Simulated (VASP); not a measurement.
A run of VASP 6.6.1 is set up as follows.

The input INCAR:

```
PREC = Accurate
ENCUT = 600
EDIFF = 1E-7
ISMEAR = 0
SIGMA = 0.2
LREAL = F
LASPH = T
NELM = 60
ALGO = Fast
ISIF = 3
LWAVE = F
LCHARG = F
GGA = PE
IBRION = 2
NSW = 36
EDIFFG = -0.08
```

The input KPOINTS:

```
Automatic mesh
0
Gamma
  4 4 2
```

Contents of POSCAR:

```
Zn5Cd2Te
1.0
    4.2000000000      0.0000000000      0.0000000000
    0.0000000000      4.2000000000      0.0000000000
    0.0000000000      0.0000000000      8.4500000000
Zn Cd Te
5 2 1
Direct
    0.0000000000      0.5000000000      0.7600000000
    0.5000000000      0.5000000000      0.0000000000
    0.5000000000      0.0000000000      0.7600000000
    0.0000000000      0.5000000000      0.2400000000
    0.5000000000      0.0000000000      0.2400000000
    0.0000000000      0.0000000000      0.5000000000
    0.5000000000      0.5000000000      0.5000000000
    0.0000000000      0.0000000000      0.0000000000
```

Potentials or basis: VASP PAW PBE potentials, release 64 (Zn, Cd, Te).

Run with:

```sh
$ cat potpaw_PBE.64/Zn/POTCAR potpaw_PBE.64/Cd/POTCAR potpaw_PBE.64/Te/POTCAR > POTCAR
$ mpirun -np 1 vasp_std > vasp.out
```

(1) Predict the relaxed volume.

(2) Predict the band gap on the k mesh.

## Answers

(1) 19.73 Å³/atom.

(2) zero (bands 45 and 46 overlap by 3.22 eV).

Caveat: the k points lie up to 0.38 Å⁻¹ apart in the final cell, too coarse for converged energies and pressures of a metal; spin-orbit coupling is left out, which moves the levels of the heavy elements.
